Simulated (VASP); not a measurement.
Here is a VASP 6.6.1 calculation.

File INCAR:

```
  PREC = Accurate
  ENCUT = 600
  EDIFF = 1E-6
  ISMEAR = 0
  SIGMA = 0.1
  LREAL = False
  LASPH = True
  NELM = 100
  ALGO = Fast
  ISIF = 3
  LWAVE = False
  LCHARG = False
  GGA = PE
  IBRION = 2
  NSW = 90
  EDIFFG = -0.04
```

KPOINTS

```
Automatic mesh
0
Gamma
  4 4 4
```

POSCAR

```
Ba
1.0
    5.3015577000      0.0000000000      0.0000000000
    0.0000000000      6.0078810800      0.0000000000
    0.0000000000      0.0000000000      4.5195460300
Ba
2
Direct
    0.0000000000      0.0000000000      0.5896400900
    0.5000000000      0.5000000000      0.4103599100
```

Potentials or basis: VASP PAW PBE potentials, release 64 (Ba_sv).

Launch:

```console
$ cat potpaw_PBE.64/Ba_sv/POTCAR > POTCAR
$ mpirun -np 1 vasp_std > vasp.out
```

Task: What does it give for the band gap on the k mesh?

Result: Zero (band 10 reaches 2.09 eV, above the bottom of band 11 at 1.10 eV).

Task: Predict the space group after relaxing (to 0.05 Å).

Result: Immm (No. 71).

Task: What does it give for the relaxed cell?

Result: a = 5.022 Å, b = 5.092 Å, c = 4.977 Å, α = 90.00°, β = 90.00°, γ = 90.00°.

Final structure:
```
Ba
1.0
     5.02178    0.00000    0.00000
     0.00000    5.09230    0.00000
     0.00000    0.00000    4.97675
Ba
2
Direct
  0.00000 0.00000 0.74792
  0.50000 0.50000 0.25208
```

Caveat: spin-orbit coupling is left out, which moves the levels of the heavy elements.
